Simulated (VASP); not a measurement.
Wanted: the native input for a VASP 6.6.1 run.

- Task: single point
- Functional: RPBE
- Potentials or basis: VASP PAW PBE potentials, release 64 (Sb)
- Cutoff: 520 eV
- k mesh: 10 × 10 × 10
- Occupations: fermi-dirac, width 0.1 eV
- Spin: no spin polarisation
- Dipole correction: no
- Further INCAR settings: ALGO = Normal; EDIFF = 1e-07; NBANDS = 8

The structure of Sb lies in POSCAR:

```
Sb
1.0
    3.1298764661      0.0000000000      0.0000000000
    0.0000000000      3.1298764661      0.0000000000
    0.0000000000      0.0000000000      3.1298764661
Sb
1
Direct
    0.0000000000      0.0000000000      0.0000000000
```

These files were run (other wordings do the same):

INCAR

```
  ALGO = Normal
  EDIFF = 1E-7
  ENCUT = 520
  GGA = RP
  ISIF = 2
  ISMEAR = -1
  LASPH = True
  LCHARG = False
  LREAL = False
  LWAVE = False
  NBANDS = 8
  NELM = 100
  PREC = Accurate
  SIGMA = 0.1
```

KPOINTS

```
k-points
0
Gamma
  10 10 10
```

Potentials or basis: VASP PAW PBE potentials, release 64 (Sb).

Launch:

```sh
$ cat potpaw_PBE.64/Sb/POTCAR > POTCAR
$ mpirun -np 1 vasp_std > vasp.out
```

Results of the run:

```json
{"Pressure": "-0.1 GPa"}
```

Caveat: the PAW data sets were made with another functional, which shifts forces and pressure a little.

Wall time 9.8 s on 1 thread of Intel Xeon 8259CL, on a shared host, peak memory 0.14 GiB.
